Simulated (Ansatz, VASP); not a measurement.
# Two plane-wave programs on Pd

```
Pd
1.0
     2.78367    0.00000    0.00000
    -1.39183    2.41072    0.00000
     0.00000    0.00000    4.62889
Pd
2
Direct
  0.33333 0.66667 0.25000
  0.66667 0.33333 0.75000
```

Alike in both runs: task relaxation of cell and atoms; functional RPBE; k mesh 11 × 11 × 6; occupations fermi-dirac, width 0.05 eV; no spin polarisation.

```csv
,VASP,Ansatz
version,VASP 6.6.1,Ansatz 0.2.0
potentials or method,"VASP PAW PBE potentials, release 64 (Pd)",Ansatz PAW
plane-wave cutoff (eV),600,420
valence electrons in the cell,20,36
```

Ansatz gave:

| Item | Value |
| --- | --- |
| gap on the k mesh at the Fermi level, each at its own relaxed structure (eV) | none |
| relaxed volume (Å³/atom) | 15.85 |
| relaxed cell length with the largest relative difference (Å) | 4.666 |

**Question.** What did VASP give for the same quantities?

**Answer.** gap on the k mesh at the Fermi level, each at its own relaxed structure (eV): none; relaxed volume (Å³/atom): 15.82; relaxed cell length with the largest relative difference (Å): 4.658.

VASP's potentials were made for PBE, not for RPBE. A gap of «none» marks a metal or a gap that the smearing closes. VASP's potentials hold 20 valence electrons a cell and Ansatz's 36, so a difference there can come from the potentials and not from the codes.

Noted on Ansatz's run: the plane-wave basis is chosen anew once the cell has moved, so the energies of steps on either side of that aren't comparable.
